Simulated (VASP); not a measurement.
SnSe2:

```
CELL_PARAMETERS angstrom
3.82515 0.00000 0.00000
-1.91257 3.31268 0.00000
0.00000 0.00000 6.22708
ATOMIC_POSITIONS crystal
Sn 0.00000 0.00000 0.00000
Se 0.33333 0.66667 0.25308
Se 0.66667 0.33333 0.74692
```

Program: VASP 6.6.1. Alike in all runs: task single point; no spin polarisation; cell as given; cutoff (eV) 520; smearing gaussian 0.01 eV.

**Question.** Order these runs on this cell by their pressure, lowest first.
A. level r2SCAN; potentials or basis VASP PAW PBE potentials, release 64 (Sn_d, Se); k mesh 12 × 12 × 4
B. level PBE; potentials or basis VASP PAW PBE potentials, release 64 (Sn_d, Se); k mesh 6 × 6 × 2
C. level LDA; potentials or basis VASP PAW LDA potentials, release 64 (Sn_d, Se); k mesh 12 × 12 × 4

**Answer.** C (-1.5 GPa), A (1.0 GPa), B (3.0 GPa).

Caveats: some runs use coarse meshes; this functional lacks dispersion, which binds the layers, so the pressure and a relaxed spacing across them are unreliable (some runs); the PAW data sets were made with another functional, which shifts forces and pressure a little (some runs).
